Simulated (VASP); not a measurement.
A run of VASP 6.6.1 is set up as follows.

File INCAR:

```
PREC     = Accurate       # precision mode
ENCUT    = 520            # plane-wave cutoff, eV
EDIFF    = 1E-6           # SCF threshold, eV
ISMEAR   = -1             # smearing method
SIGMA    = 0.05           # smearing width, eV
LREAL    = False          # projectors in reciprocal space
LASPH    = True           # aspherical terms in the spheres
NELM     = 100            # most SCF steps
ALGO     = Normal         # electronic algorithm
ISIF     = 2              # what is computed and relaxed
LWAVE    = False          # write WAVECAR
LCHARG   = True           # write CHGCAR
GGA      = PE             # functional
LELF     = True           # ELF
LVHAR    = True         
NBANDS   = 12             # bands
```

Contents of KPOINTS:

```
Automatic mesh
0
Gamma
  8 8 5
```

File POSCAR:

```
Mg
1.0
    4.1650301230      0.0000000000      0.0000000000
   -2.0825150616      3.6070218941      0.0000000000
    0.0000000000      0.0000000000      6.2901528603
Mg
4
Direct
    0.0000000000      0.0000000000      0.0000000000
    0.0000000000      0.0000000000      0.5000000000
    0.3333333333      0.6666666667      0.2500000000
    0.6666666667      0.3333333333      0.7500000000
```

Potentials or basis: VASP PAW PBE potentials, release 64 (Mg).

Run with:

```sh
$ cat potpaw_PBE.64/Mg/POTCAR > POTCAR
$ mpirun -np 1 vasp_std > vasp.out
```

(1) Estimate the band gap on the k mesh.

(2) Predict the pressure.

## Answers

(1) zero (bands 4 and 5 overlap by 4.65 eV).

(2) 5.0 GPa.

Caveat: the cell stands under pressure.
